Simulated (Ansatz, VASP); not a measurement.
**One calculation of KAs4, two programs**

Contents of INCAR:

```
SYSTEM = KAs4
PREC = Accurate
ENCUT = 600
EDIFF = 1E-6
ISMEAR = 0
SIGMA = 0.1
LREAL = .FALSE.
LASPH = .TRUE.
NELM = 80
ALGO = Normal
ISIF = 3
LWAVE = .FALSE.
LCHARG = .FALSE.
GGA = PE
IVDW = 12
IBRION = 2
NSW = 90
EDIFFG = -0.04
```

The input KPOINTS:

```
Automatic mesh
0
G
  4 4 2
  0 0 0
```

The input POSCAR:

```
KAs4
1.0
    3.7707963200      0.0000000000      0.0000000000
    0.0000000000      3.7707963200      0.0000000000
    0.0000000000      0.0000000000      8.2237235600
K As
1 4
Direct
    0.0000000000      0.0000000000      0.0000000000
    0.0000000000      0.5000000000      0.7298229000
    0.5000000000      0.0000000000      0.7298229000
    0.0000000000      0.5000000000      0.2701771000
    0.5000000000      0.0000000000      0.2701771000
```

Input for Ansatz:

```yaml
crystal:
  lattice:
    - [3.77079632, 0.0, 0.0]
    - [0.0, 3.77079632, 0.0]
    - [0.0, 0.0, 8.22372356]
  atoms:
    - { symbol: K, position: [0.0, 0.0, 0.0] }
    - { symbol: As, position: [0.0, 0.5, 0.7298229] }
    - { symbol: As, position: [0.5, 0.0, 0.7298229] }
    - { symbol: As, position: [0.0, 0.5, 0.2701771] }
    - { symbol: As, position: [0.5, 0.0, 0.2701771] }
basis:
  ecutwfc: 420
kpoints:
  mp_grid: { grid: [4, 4, 2] }
hamiltonian:
  xc: pbe
  dispersion: d3bj
scf:
  occupations: { method: gaussian, width: 0.1 }
  lower_state_search: "off"
output:
  forces: true
  stress: true
  eigenvalues: true
relax:
  adjacent_minimum: "off"
  f_tol: 0.04
  max_steps: 70
  cell: { stress_tol: 0.4 }
```

Alike in both runs: task relaxation of cell and atoms; functional PBE; dispersion D3(BJ); k mesh 4 × 4 × 2; occupations gaussian, width 0.1 eV; no spin polarisation.

|  | VASP | Ansatz |
| --- | --- | --- |
| version | VASP 6.6.1 | Ansatz 0.2.0 |
| potentials or method | VASP PAW PBE potentials, release 64 (K_sv, As), cutoff 600 eV | scalar-relativistic, plane waves, PAW |
| valence electrons in the cell | 29 | 69 |

|  | VASP | Ansatz | Ansatz less VASP |
| --- | --- | --- | --- |
| gap on the k mesh at the Fermi level, each at its own relaxed structure (eV) | none | none | - |
| relaxed volume (Å³/atom) | 26.18 | 24.73 | -1.445 |
| relaxed length of the cell vector where the two differ most in proportion (Å) | 9.554 | 7.747 | -1.8079 |

A gap of «none» marks a metal or a gap that the smearing closes. One of these differences is far larger than is usual between the two programs; its cause wasn't traced. VASP's potentials hold 29 valence electrons a cell and Ansatz's 69, so a difference there can come from the potentials and not from the codes.

The k mesh is coarse, so the values compare programs but aren't converged.
